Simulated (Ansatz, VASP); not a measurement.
## ScAl3F: VASP beside Ansatz

```
CELL_PARAMETERS angstrom
5.42369 0.00000 0.00000
0.00000 5.42369 0.00000
0.00000 0.00000 5.42369
ATOMIC_POSITIONS crystal
Sc 0.50000 0.50000 0.50000
Al 0.00000 0.50000 0.50000
Al 0.50000 0.00000 0.50000
Al 0.50000 0.50000 0.00000
F 0.00000 0.00000 0.00000
```

Change from the starting cell: species swapped into the CsSnI3 type (Pm-3m, No. 221).

Alike in both runs: task relaxation of cell and atoms; functional PBE; k mesh 8 × 8 × 8; occupations gaussian, width 0.1 eV; no spin polarisation.

|  | VASP | Ansatz |
| --- | --- | --- |
| version | VASP 6.6.1 | Ansatz 0.2.0 |
| potentials or method | VASP PAW PBE potentials, release 64 (Sc_sv, Al, F), cutoff 600 eV | scalar-relativistic, plane waves, PAW |
| valence electrons in the cell | 27 | 27 |

Ansatz gave:

```
gap on the k mesh at the Fermi level, each at its own relaxed structure (eV) : none
relaxed volume (Å³/atom)                                                     : 32.49
relaxed length of the cell vector where the two differ most in proportion (Å)              : 5.457
```

**Question.** What did VASP give for the same quantities?

**Answer.** gap on the k mesh at the Fermi level, each at its own relaxed structure (eV): none; relaxed volume (Å³/atom): 32.57; relaxed length of the cell vector where the two differ most in proportion (Å): 5.461.

A gap of «none» marks a metal or a gap that the smearing closes.
